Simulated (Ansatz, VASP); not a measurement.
Two plane-wave programs on InSb2

```
In Sb
1.0
     4.80637    0.00000    0.00000
     0.00000    4.80637    0.00000
     0.00000    0.00000    4.80637
In Sb
1 2
Direct
  0.00000 0.00000 0.00000
  0.50000 0.00000 0.50000
  0.50000 0.50000 0.00000
```

Alike in both runs: task single point; functional PBE; k mesh 6 × 6 × 6; occupations gaussian, width 0.1 eV; no spin polarisation.

|  | VASP | Ansatz |
| --- | --- | --- |
| version | VASP 6.6.1 | Ansatz 0.2.0 |
| potentials or method | VASP PAW PBE potentials, release 64 (In_d, Sb), cutoff 520 eV | scalar-relativistic, plane waves, PAW |
| valence electrons in the cell | 23 | 43 |

Ansatz gave:

* gap on the k mesh at the Fermi level (eV): none
* pressure (GPa): -4.6
* traceless stress, the component that is largest in VASP (GPa): 1.91

**Question.** What did VASP give for the same quantities?

**Answer.** gap on the k mesh at the Fermi level (eV): none; pressure (GPa): -4.7; traceless stress, the component that is largest in VASP (GPa): 1.92.

A gap of «none» marks a metal or a gap that the smearing closes. VASP's potentials hold 23 valence electrons a cell and Ansatz's 43, so a difference there can come from the potentials and not from the codes.

Spin-orbit coupling is off throughout.
